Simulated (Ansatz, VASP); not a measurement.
# Sb: VASP beside Ansatz

POSCAR

```
Sb
1.0
   -1.8713408863      1.8713408863      1.8713408863
    1.8713408863     -1.8713408863      1.8713408863
    1.8713408863      1.8713408863     -1.8713408863
Sb
1
Direct
    0.0000000000      0.0000000000      0.0000000000
```

The input INCAR.step1:

```
SYSTEM = Sb
PREC = Accurate ; ENCUT = 520
EDIFF = 1E-5 ; ISMEAR = -1
SIGMA = 0.05 ; LREAL = .False.
LASPH = .True. ; NELM = 100
ALGO = Normal ; ISIF = 2
LWAVE = .True. ; GGA = PE
NBANDS = 8
```

File INCAR.step2:

```
SYSTEM = Sb
PREC = Accurate ; ENCUT = 520
EDIFF = 1E-6 ; ISMEAR = -1
SIGMA = 0.05 ; LREAL = .False.
LASPH = .True. ; NELM = 100
ALGO = Normal ; ISIF = 2
LWAVE = .False. ; LCHARG = .True.
GGA = PE ; LHFCALC = .True.
AEXX = 0.25 ; PRECFOCK = Normal
LELF = .True. ; LVHAR = .True.
ISTART = 1 ; NBANDS = 8
```

File KPOINTS:

```
regular mesh
0
Gamma
  8 8 8
  0 0 0
```

File input.yaml:

```yaml
crystal:
  lattice:
    - [-1.8713408863, 1.8713408863, 1.8713408863]
    - [1.8713408863, -1.8713408863, 1.8713408863]
    - [1.8713408863, 1.8713408863, -1.8713408863]
  atoms:
    - { symbol: Sb, position: [0.0, 0.0, 0.0] }
kpoints:
  mp_grid: { grid: [8, 8, 8] }
scf:
  occupations: { method: fermi_dirac, width: 0.05 }
hamiltonian:
  xc: pbe0
  pseudopotentials: { kind: all_electron, datasets: crystal }
output:
  forces: true
  stress: true
```

Alike in both runs: task single point; functional PBE0; k mesh 8 × 8 × 8; occupations fermi-dirac, width 0.05 eV; no spin polarisation.

|  | VASP | Ansatz |
| --- | --- | --- |
| version | VASP 6.6.1 | Ansatz 0.2.0 |
| potentials or method | VASP PAW PBE potentials, release 64 (Sb), cutoff 520 eV | all-electron PAW datasets made for the crystal |

|  | VASP | Ansatz | Ansatz less VASP |
| --- | --- | --- | --- |
| gap on the k mesh at the Fermi level (eV) | none | none | - |
| pressure (GPa) | -1.8 | -0.6 | +1.26 |

A gap of «none» marks a metal or a gap that the smearing closes. Ansatz ran all-electron here, and VASP with PAW potentials.

Neither program's run includes spin-orbit coupling. Noted on Ansatz's run: the k mesh is thin for a metal, which can move the energy by tens of meV per atom; the program warned that the printed levels may be off, so bands, gaps and densities of states are rough.
